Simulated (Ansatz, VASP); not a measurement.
**Two plane-wave programs on AsI**

```xyz
2
Lattice="0.0000 3.0812 3.0812 3.0812 0.0000 3.0812 3.0812 3.0812 0.0000" Properties=species:S:1:pos:R:3 pbc="T T T"
As    0.0000    0.0000    0.0000
I     3.0812    3.0812    3.0812
```

Alike in both runs: task relaxation of cell and atoms; functional PBE; k mesh 16 × 16 × 16; occupations gaussian, width 0.1 eV; no spin polarisation.

|  | VASP | Ansatz |
| --- | --- | --- |
| version | VASP 6.6.1 | Ansatz 0.2.0 |
| potentials or method | VASP PAW PBE potentials, release 64 (As, I), cutoff 600 eV | scalar-relativistic, plane waves, PAW |
| valence electrons in the cell | 12 | 32 |

|  | VASP | Ansatz | Ansatz less VASP |
| --- | --- | --- | --- |
| gap on the k mesh at the Fermi level, each at its own relaxed structure (eV) | none | none | - |
| relaxed volume (Å³/atom) | 29.25 | 29.25 | 0.000 |
| relaxed cell length with the largest relative difference (Å) | 4.357 | 4.357 | 0.0000 |

A gap of «none» marks a metal or a gap that the smearing closes. VASP's potentials hold 12 valence electrons a cell and Ansatz's 32, so a difference there can come from the potentials and not from the codes.

Spin-orbit coupling is off throughout. Noted on VASP's run: the relaxation stopped at its first step, so nothing moved.
